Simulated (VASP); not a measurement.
Input of a VASP 6.6.1 run:

The input INCAR:

```
  ALGO = Fast
  EDIFF = 1E-6
  ENCUT = 520
  GGA = PS
  ISIF = 2
  ISMEAR = 0
  LASPH = True
  LCHARG = False
  LREAL = False
  LWAVE = False
  NBANDS = 44
  NELM = 100
  PREC = Accurate
  SIGMA = 0.15
```

Contents of KPOINTS:

```
k-points
0
Gamma
  11 11 3
```

The input POSCAR:

```
Ge2Sb2Te5
1.0
   -4.2017346381      0.0000000000      0.0000000000
   -2.1008673191     -3.6388089366      0.0000000000
    0.0000000000      0.0000000000     17.6060817248
Ge Sb Te
2 2 5
Direct
    1.0000000000      1.0000000000      0.8143059462
    0.0000000000      0.0000000000      0.1572947763
    0.3333333333      0.3333333333      0.5991804091
    0.6666666667      0.6666666667      0.3724203134
    0.0000000000      0.0000000000      0.4858003613
    0.3333333333      0.3333333333      0.2730764133
    0.6666666667      0.6666666667      0.6985243093
    0.3333333333      0.3333333333      0.8945354652
    0.6666666667      0.6666666667      0.0770652573
```

Potentials or basis: VASP PAW PBE potentials, release 64 (Ge_d, Sb, Te).

Command:

```bash
$ cat potpaw_PBE.64/Ge_d/POTCAR potpaw_PBE.64/Sb/POTCAR potpaw_PBE.64/Te/POTCAR > POTCAR
$ mpirun -np 1 vasp_std > vasp.out
```

What does it give for the band gap on the k mesh?

0.03 eV (least direct gap 0.09 eV).

Predict the largest force.

0.097 eV/Å.

What does it give for the pressure?

-0.3 GPa.

Forces in eV/Å, atoms in the order of the input:
```
Ge   0.000  0.000  0.028
Ge   0.000  0.000 -0.028
Sb   0.000  0.000 -0.015
Sb   0.000  0.000  0.015
Te   0.000  0.000  0.000
Te   0.000  0.000 -0.014
Te   0.000  0.000  0.014
Te   0.000  0.000  0.097
Te   0.000  0.000 -0.097
```

Caveat: the cell differs from its parent crystal (the distance across one plane changed); the smearing spreads over this small gap; semilocal functionals underestimate gaps, and a narrow one can read as zero; the PAW data sets were made with another functional, which shifts forces and pressure a little; spin-orbit coupling is left out, which moves the levels of the heavy elements; this functional lacks dispersion, which binds layers or chains, so the pressure and a relaxed spacing across them are unreliable. A k mesh can miss the band edges.
